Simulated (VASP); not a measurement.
Set up this calculation in VASP 6.6.1, as the native input.

| Property | Result |
| --- | --- |
| Task | single point |
| Functional | r2SCAN |
| Potentials or basis | VASP PAW PBE potentials, release 64 (In_d, Sb_d_GW) |
| Cutoff | 550 eV |
| k mesh | 6 × 6 × 6 |
| Occupations | fermi-dirac, width 0.02 eV |
| Spin | no spin polarisation |
| Dipole correction | no |
| Further INCAR settings | ALGO = Normal; EDIFF = 1e-06; NBANDS = 21 |

The system is InSb.

```xyz
2
Lattice="0.0000 3.2139 3.2139 3.2139 0.0000 3.2139 3.2139 3.2139 0.0000" Properties=species:S:1:pos:R:3 pbc="T T T"
In    0.0000    0.0000    0.0000
Sb    1.6070    1.6070    1.6070
```

This cell differs from its parent crystal: strain -2.0%.

One way to write it, as run:

POSCAR

```
InSb
1.0
    0.0000000000      3.2139227572      3.2139227572
    3.2139227572      0.0000000000      3.2139227572
    3.2139227572      3.2139227572      0.0000000000
In Sb
1 1
Direct
    0.0000000000      0.0000000000      0.0000000000
    0.2500000000      0.2500000000      0.2500000000
```

INCAR.step1

```
ALGO = Normal ; EDIFF = 1E-5
ENCUT = 550 ; GGA = PE
GGA_COMPAT = F ; ISMEAR = -1
LASPH = T ; LCHARG = F
LREAL = F ; LWAVE = T
NBANDS = 21 ; NELM = 120
PREC = Accurate ; SIGMA = 0.02
```

INCAR.step2

```
ALGO = Normal ; EDIFF = 1E-6
ENCUT = 550 ; GGA_COMPAT = F
ISIF = 2 ; ISMEAR = -1
ISTART = 1 ; LASPH = T
LCHARG = F ; LMIXTAU = T
LREAL = F ; LWAVE = F
METAGGA = R2SCAN ; NBANDS = 21
NELM = 120 ; PREC = Accurate
SIGMA = 0.02
```

KPOINTS

```
k-points
0
Gamma
  6 6 6
```

Potentials or basis: VASP PAW PBE potentials, release 64 (In_d, Sb_d_GW).

The run is started by

```bash
$ cat potpaw_PBE.64/In_d/POTCAR potpaw_PBE.64/Sb_d_GW/POTCAR > POTCAR
$ cp INCAR.step1 INCAR
$ mpirun -np 1 vasp_std > vasp.out
$ cp INCAR.step2 INCAR
$ mpirun -np 1 vasp_std > vasp.out
```

It gave:

The pressure is 2.9 GPa and the band gap on the k mesh is 0.38 eV.

Caveat: the cell differs from its parent crystal (strain -2.0%); semilocal functionals underestimate gaps, and a narrow one can read as zero; the PAW data sets were made with another functional, which shifts forces and pressure a little; spin-orbit coupling is left out, which moves the levels of the heavy elements.

Run time: 4.6 min on 1 thread of AMD EPYC 7R43 64-Core Processor (Zen 3), on a shared host, peak memory 0.2 GiB.
